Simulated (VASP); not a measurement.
Ti, 1 atom in the cell. The structure is cubic, space group Fm-3m (No. 225). The conventional cell has a = 3.723 Å, b = 3.723 Å, c = 3.723 Å, α = 90.00°, β = 90.00°, γ = 90.00°. Ti (site symmetry m-3m) has 12 Ti at 2.63 Å within 3.5 Å. This isn't the form of Ti at room conditions, which is hcp.

| Item | Value |
| --- | --- |
| Program | VASP 6.6.1 |
| Task | single point |
| Functional | PBEsol |
| Potentials or basis | VASP PAW PBE potentials, release 64 (Ti_sv) |
| Cutoff | 500 eV |
| k mesh | 10 × 10 × 10 |
| Occupations | fermi-dirac, width 0.1 eV |
| Spin | no spin polarisation |
| Dipole correction | no |
| Further INCAR settings | ALGO = Normal; EDIFF = 1e-06; NBANDS = 12 |

Potentials or basis: VASP PAW PBE potentials, release 64 (Ti_sv).

Command:

```bash
$ cat potpaw_PBE.64/Ti_sv/POTCAR > POTCAR
$ mpirun -np 1 vasp_std > vasp.out
```

Hardware: 1 thread of Intel(R) Xeon(R) Platinum 8488C (Sapphire Rapids), with other jobs on the host.

Question: Estimate the wall time of this run.

Answer: It took 4.8 s on 1 thread of Intel(R) Xeon(R) Platinum 8488C (Sapphire Rapids), with other jobs on the host, peak memory 0.12 GiB. Counts: scf iterations 12, k points 47.
